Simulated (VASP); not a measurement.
Here is a VASP 6.6.1 calculation.

INCAR

```
ALGO = Normal ; EDIFF = 1E-7
ENCUT = 520 ; GGA = PE
ISIF = 2 ; ISMEAR = 0
LASPH = T ; LCHARG = F
LREAL = F ; LWAVE = F
NBANDS = 14 ; NELM = 80
PREC = Accurate ; SIGMA = 0.15
```

Contents of KPOINTS:

```
k-points
0
Gamma
  18 18 18
```

Contents of POSCAR:

```
HfB
1.0
    0.0000000000      2.2407000000      2.2407000000
    2.2407000000      0.0000000000      2.2407000000
    2.2407000000      2.2407000000      0.0000000000
Hf B
1 1
Direct
    0.5000000000      0.5000000000      0.5000000000
    0.0000000000      0.0000000000      0.0000000000
```

Potentials or basis: VASP PAW PBE potentials, release 64 (Hf_pv, B).

The run is started by

```console
$ cat potpaw_PBE.64/Hf_pv/POTCAR potpaw_PBE.64/B/POTCAR > POTCAR
$ mpirun -np 1 vasp_std > vasp.out
```

(1) What does it give for the pressure?

(2) Predict the band gap on the k mesh.

## Answers

(1) 61.0 GPa.

(2) zero (an odd number of electrons rules out a gap without spin polarisation).

Caveat: the cell differs from its parent crystal (strain -0.030 along x and y, -0.030 along z); the cell stands under pressure; spin-orbit coupling is left out, which moves the levels of the heavy elements.
